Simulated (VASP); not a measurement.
Na2C3:

```
Na C
1.0
     5.42297    0.00000    0.00000
    -2.71148    4.69643    0.00000
     0.00000    0.00000    4.28099
Na C
2 3
Direct
  0.33333 0.66667 0.41632
  0.66667 0.33333 0.58368
  0.15153 0.00000 0.50000
  0.00000 0.15153 0.50000
  0.84847 0.84847 0.50000
```

The cell was built from a structure type or drawn by symmetry, and may not be a known phase.

```yaml
Program: VASP 6.6.1
Task: relaxation of cell and atoms
Functional: PBE
Potentials_or_basis: VASP PAW PBE potentials, release 64 (Na_pv, C)
Cutoff: 600 eV
k_mesh: 6 × 6 × 6
Occupations: gaussian, width 0.02 eV
Spin: no spin polarisation
```

At the start: pressure 0.2 GPa; volume 21.81 Å³/atom.

**Question.** How do energy, volume and symmetry change on relaxing?

**Answer.** Over 76 steps the energy falls by 3.6 meV/atom and the volume is 25.66 Å³/atom (+17.7 %); space group P321 (No. 150, to 0.1 Å) before and after.

The path:
| step | energy change (eV) | largest force (eV/Å) | pressure (GPa) | volume (Å³) |
| --- | --- | --- | --- | --- |
| 1 | 0.0000 | 0.1398 | 0.24 | 109.03 |
| 3 | -0.0004 | 0.0128 | 0.06 | 109.14 |
| 5 | -0.0017 | 0.0118 | 0.08 | 109.77 |
| 7 | -0.0053 | 0.0094 | 0.23 | 112.60 |
| 9 | -0.0060 | 0.0078 | 0.35 | 114.90 |
| 11 | -0.0071 | 0.1426 | 0.08 | 116.31 |
| 13 | -0.0075 | 0.1622 | 0.00 | 117.11 |
| 15 | -0.0082 | 0.1056 | 0.04 | 119.68 |
| 17 | -0.0084 | 0.0340 | 0.02 | 118.68 |
| 19 | -0.0084 | 0.0356 | 0.02 | 118.82 |
| 21 | -0.0084 | 0.0361 | 0.01 | 118.96 |
| 23 | -0.0085 | 0.0481 | -0.11 | 119.82 |
| 25 | -0.0085 | 0.0399 | -0.09 | 119.73 |
| 27 | -0.0087 | 0.0427 | -0.08 | 120.40 |
| 29 | -0.0087 | 0.0581 | -0.09 | 121.49 |
| 31 | -0.0089 | 0.0517 | -0.20 | 123.30 |
| 33 | -0.0098 | 0.0520 | -0.10 | 124.25 |
| 35 | -0.0108 | 0.0484 | 0.01 | 126.01 |
| 37 | -0.0108 | 0.1175 | -0.10 | 126.85 |
| 39 | -0.0110 | 0.0425 | -0.03 | 126.63 |
| 41 | -0.0113 | 0.0512 | 0.07 | 128.19 |
| 43 | -0.0115 | 0.0350 | 0.11 | 128.11 |
| 45 | -0.0116 | 0.0786 | 0.14 | 128.45 |
| 47 | -0.0123 | 0.0838 | 0.09 | 129.57 |
| 49 | -0.0122 | 0.0994 | -0.13 | 134.13 |
| 51 | -0.0128 | 0.0887 | -0.07 | 131.86 |
| 53 | -0.0130 | 0.0374 | -0.15 | 131.92 |
| 55 | -0.0136 | 0.0275 | -0.03 | 131.44 |
| 57 | -0.0137 | 0.0257 | 0.06 | 131.13 |
| 59 | -0.0139 | 0.0971 | -0.03 | 131.00 |
| 61 | -0.0142 | 0.0880 | 0.00 | 130.89 |
| 63 | -0.0154 | 0.0446 | 0.04 | 130.40 |
| 65 | -0.0171 | 0.1414 | 0.32 | 128.42 |
| 67 | -0.0176 | 0.0493 | 0.19 | 128.14 |
| 69 | -0.0177 | 0.0303 | 0.11 | 127.89 |
| 71 | -0.0178 | 0.0140 | 0.07 | 127.98 |
| 73 | -0.0179 | 0.0544 | 0.04 | 128.35 |
| 75 | -0.0180 | 0.0184 | -0.03 | 128.31 |
| 76 | -0.0180 | 0.0027 | 0.02 | 128.28 |

Final structure:
```
Na C
1.0
     5.46135    0.00000    0.00000
    -2.73068    4.72967    0.00000
     0.00000    0.00000    4.96628
Na C
2 3
Direct
  0.33333 0.66667 0.46350
  0.66667 0.33333 0.53650
  0.15085 0.00000 0.50000
  0.00000 0.15085 0.50000
  0.84915 0.84915 0.50000
```

Caveat: the volume moved by over 15 % at a fixed basis, so the end points are rough.
